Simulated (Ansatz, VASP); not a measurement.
Two plane-wave programs on Al2O3

```
Al O
1.0
     2.33166    1.34618    4.24344
    -2.33166    1.34618    4.24344
     0.00000   -2.69237    4.24344
Al O
4 6
Direct
  0.85216 0.85216 0.85216
  0.64784 0.64784 0.64784
  0.14784 0.14784 0.14784
  0.35216 0.35216 0.35216
  0.05668 0.75000 0.44332
  0.75000 0.44332 0.05668
  0.44332 0.05668 0.75000
  0.94332 0.25000 0.55668
  0.25000 0.55668 0.94332
  0.55668 0.94332 0.25000
```

Alike in both runs: task single point; functional revPBE; k mesh 7 × 7 × 7; occupations fermi-dirac, width 0.05 eV; no spin polarisation.

```csv
,VASP,Ansatz
version,VASP 6.6.1,Ansatz 0.2.0
potentials or method,"VASP PAW PBE potentials, release 64 (Al, O)",Ansatz PAW
plane-wave cutoff (eV),520,420
valence electrons in the cell,48,48
```

Ansatz gave:

```
gap on the k mesh at the Fermi level (eV) : 7.08
least direct gap on the mesh (eV)         : 7.08
rms of the force components (eV/Å)        : 0.039
```

Problem. Which values does VASP return?

Solution. gap on the k mesh at the Fermi level (eV): 7.09; least direct gap on the mesh (eV): 7.09; rms of the force components (eV/Å): 0.039.

VASP's potentials were made for PBE, not for revPBE. Atom by atom the forces differ by 0.003 eV/Å (rms over components). With one functional, cell and mesh, what is left measures potentials, basis and numerics.

Noted on Ansatz's run: odd divisions of the mesh miss points on the zone boundary, where band edges often lie, so the gap on the mesh can be too wide.
